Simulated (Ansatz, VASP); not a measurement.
**One calculation of TaRu, two programs**

The input INCAR:

```
ALGO = Normal
EDIFF = 1E-8
ENCUT = 520
GGA = CA
ISIF = 2
ISMEAR = -1
LASPH = True
LCHARG = False
LEFG = True
LREAL = False
LWAVE = False
NBANDS = 20
NELM = 100
PREC = Accurate
SIGMA = 0.03
```

Contents of KPOINTS:

```
k-points
0
Gamma
  13 13 13
```

POSCAR

```
TaRu
1.0
    3.1870000000     -0.0159350000     -0.0159350000
   -0.0159350000      3.1870000000     -0.0159350000
   -0.0159350000     -0.0159350000      3.1870000000
Ta Ru
1 1
Direct
    0.5000000000      0.5000000000      0.5000000000
    0.0000000000      0.0000000000      0.0000000000
```

Input for Ansatz:

```yaml
crystal:
  lattice:
    - [3.187, -0.015935, -0.015935]
    - [-0.015935, 3.187, -0.015935]
    - [-0.015935, -0.015935, 3.187]
  atoms:
    - { symbol: Ta, position: [0.5, 0.5, 0.5] }
    - { symbol: Ru, position: [0.0, 0.0, 0.0] }
kpoints:
  mp_grid: { grid: [13, 13, 13] }
scf:
  occupations: { method: fermi_dirac, width: 0.03 }
hamiltonian:
  xc: lda
  pseudopotentials: { kind: all_electron, datasets: crystal }
output:
  forces: true
  stress: true
  eigenvalues: true
  efg: { contact_densities: true }
```

Change from the starting cell: equal xy, yz and zx shear strains of -1 %, crystal datasets.

Alike in both runs: task electric field gradients; functional LDA; k mesh 13 × 13 × 13; occupations fermi-dirac, width 0.03 eV; no spin polarisation.

```csv
,VASP,Ansatz
version,VASP 6.6.1,Ansatz 0.2.0
potentials or method,"VASP PAW LDA potentials, release 64 (Ta_pv, Ru_pv), cutoff 520 eV","all-electron PAW with datasets made for the crystal, scalar-relativistic"
```

```csv
,VASP,Ansatz,Ansatz less VASP
pressure (GPa),-15.5,-16.1,-0.66
"traceless stress, the component that is largest in VASP (GPa)",0.75,0.74,-0.010
size of Vzz on the site where it differs most (V/Å²),2.2,3.1,+0.97
```

LDA's correlation is that of Perdew and Zunger in VASP and of Perdew and Wang (1992) in Ansatz. Ansatz ran all-electron here, and VASP with PAW potentials.

Spin-orbit coupling is off throughout.
